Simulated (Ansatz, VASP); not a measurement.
## One calculation of AgB2, two programs

```
CELL_PARAMETERS angstrom
3.02118 0.00000 0.00000
-1.51059 2.61642 0.00000
0.00000 0.00000 4.06266
ATOMIC_POSITIONS crystal
Ag 0.00000 0.00000 0.00000
B 0.33333 0.66667 0.50000
B 0.66667 0.33333 0.50000
```

Alike in both runs: task relaxation of cell and atoms; functional PBE; k mesh 14 × 14 × 11; occupations fermi-dirac, width 0.05 eV; no spin polarisation.

```csv
,VASP,Ansatz
version,VASP 6.6.1,Ansatz 0.2.0
potentials or method,"VASP PAW PBE potentials, release 64 (Ag, B), cutoff 600 eV","all-electron LAPW, non-relativistic"
```

|  | VASP | Ansatz | Ansatz less VASP |
| --- | --- | --- | --- |
| relaxed volume (Å³/atom) | 10.69 | 10.99 | +0.294 |
| relaxed length of the cell vector where the two differ most in proportion (Å) | 4.061 | 4.139 | +0.0781 |

Ansatz ran all-electron here, and VASP with PAW potentials.
